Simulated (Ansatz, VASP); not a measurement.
SrTiO3: VASP beside Ansatz

Contents of INCAR:

```
ALGO     = Normal         # electronic algorithm
EDIFF    = 1E-7           # SCF threshold, eV
ENCUT    = 520            # plane-wave cutoff, eV
GGA      = PE             # functional
ISIF     = 2              # what is computed and relaxed
ISMEAR   = 0              # smearing method
LASPH    = T              # aspherical terms in the spheres
LCHARG   = F              # write CHGCAR
LREAL    = F              # projectors in reciprocal space
LWAVE    = F              # write WAVECAR
NBANDS   = 28             # bands
NELM     = 60             # most SCF steps
PREC     = Accurate       # precision mode
SIGMA    = 0.05           # smearing width, eV
```

File KPOINTS:

```
k-points
0
Gamma
  8 8 8
```

File POSCAR:

```
SrTiO3
1.0
    3.9364094381      0.0000000000      0.0000000000
    0.0000000000      3.9364094381      0.0000000000
    0.0000000000      0.0000000000      3.9364094381
Sr Ti O
1 1 3
Direct
   -0.0585856638      0.0000000000      0.0000000000
    0.5796169668      0.5000000000      0.5000000000
    0.0156556239      0.5000000000      0.5000000000
    0.5334950993      0.0000000000      0.5000000000
    0.5334950993      0.5000000000      0.0000000000
```

Input for Ansatz:

```yaml
crystal:
  lattice:
    - [3.9364094381, 0.0, 0.0]
    - [0.0, 3.9364094381, 0.0]
    - [0.0, 0.0, 3.9364094381]
  atoms:
    - { symbol: Sr, position: [-0.0585856638, 0.0, 0.0] }
    - { symbol: Ti, position: [0.5796169668, 0.5, 0.5] }
    - { symbol: O, position: [0.0156556239, 0.5, 0.5] }
    - { symbol: O, position: [0.5334950993, 0.0, 0.5] }
    - { symbol: O, position: [0.5334950993, 0.5, 0.0] }
basis:
  ecutwfc: 520.0
kpoints:
  mp_grid: { grid: [8, 8, 8] }
hamiltonian:
  xc: pbe
  pseudopotentials: { kind: paw, azcp: { folder: soft_1 } }
scf:
  occupations: { method: gaussian, width: 0.05 }
output:
  forces: true
  stress: true
  eigenvalues: true
```

Change from the starting cell: mode 1 frozen in at -0.038 Å and mode 7 at -0.288 Å (largest displacements).

Alike in both runs: task single point; functional PBE; k mesh 8 × 8 × 8; occupations gaussian, width 0.05 eV; no spin polarisation.

```csv
,VASP,Ansatz
version,VASP 6.6.1,Ansatz 0.2.0
potentials or method,"VASP PAW PBE potentials, release 64 (Sr_sv, Ti_sv, O), cutoff 520 eV","scalar-relativistic, plane waves, PAW"
valence electrons in the cell,40,40
```

|  | VASP | Ansatz | Ansatz less VASP |
| --- | --- | --- | --- |
| gap on the k mesh at the Fermi level (eV) | 1.96 | 2.00 | +0.039 |
| least direct gap on the mesh (eV) | 2.46 | 2.48 | +0.023 |
| pressure (GPa) | 9.3 | 8.6 | -0.71 |
| traceless stress, the component that is largest in VASP (GPa) | 5.53 | 5.34 | -0.187 |
| rms of the force components (eV/Å) | 1.119 | 1.062 | -0.0569 |

Atom by atom the forces differ by 0.060 eV/Å (rms over components).
